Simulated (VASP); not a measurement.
Here is a VASP 6.6.1 calculation.

File INCAR:

```
PREC = Accurate ; ENCUT = 520
EDIFF = 1E-6 ; ISMEAR = -1
SIGMA = 0.05 ; LREAL = F
LASPH = T ; NELM = 80
ALGO = Normal ; ISIF = 2
LWAVE = F ; LCHARG = F
GGA = RE ; IVDW = 13
NBANDS = 8
```

File KPOINTS:

```
regular mesh
0
Gamma
  10 10 10
```

Contents of POSCAR:

```
As
1.0
    2.6679337129      0.0000000000      0.0000000000
    0.0000000000      2.6679337129      0.0000000000
    0.0000000000      0.0000000000      2.6679337129
As
1
Direct
    0.5000000000      0.5000000000      0.5000000000
```

Potentials or basis: VASP PAW PBE potentials, release 64 (As).

The run is started by

```sh
$ cat potpaw_PBE.64/As/POTCAR > POTCAR
$ mpirun -np 1 vasp_std > vasp.out
```

(1) Estimate the pressure.

(2) Estimate the dispersion energy per atom.

Results:

(1) 0.2 GPa.

(2) -0.901 eV.

Caveat: the PAW data sets were made with another functional, which shifts forces and pressure a little; pairwise dispersion overbinds metals, which lowers pressure and volume.
